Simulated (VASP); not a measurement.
Input of a VASP 6.6.1 run:

The input INCAR:

```
  PREC = Accurate
  ENCUT = 520
  EDIFF = 1E-6
  ISMEAR = 0
  SIGMA = 0.01
  LREAL = F
  LASPH = T
  NELM = 80
  ALGO = Normal
  ISIF = 2
  LWAVE = F
  LCHARG = F
  GGA = PE
  NBANDS = 16
```

The input KPOINTS:

```
regular mesh
0
Gamma
  4 4 4
```

POSCAR

```
CdS
1.0
    0.0373406315      2.9471633247      2.9471633247
    2.9471633247      0.0373406315      2.9471633247
    2.9471633247      2.9471633247      0.0373406315
Cd S
1 1
Direct
    0.0014428186      0.0014428186      0.0014428186
    0.2485571814      0.2485571814      0.2485571814
```

Potentials or basis: VASP PAW PBE potentials, release 64 (Cd, S).

Launch:

```console
$ cat potpaw_PBE.64/Cd/POTCAR potpaw_PBE.64/S/POTCAR > POTCAR
$ mpirun -np 1 vasp_std > vasp.out
```

Question: Predict the pressure.

Answer: 2.5 GPa.

Question: Predict the band gap on the k mesh.

Answer: 1.08 eV, direct.

Stress tensor (GPa, compression positive):
```
 2.54 -0.31 -0.31
-0.31  2.54 -0.31
-0.31 -0.31  2.54
```

Caveat: the k points lie up to 0.47 Å⁻¹ apart; the cell differs from its parent crystal (epitaxial 111 strain -1.0%).
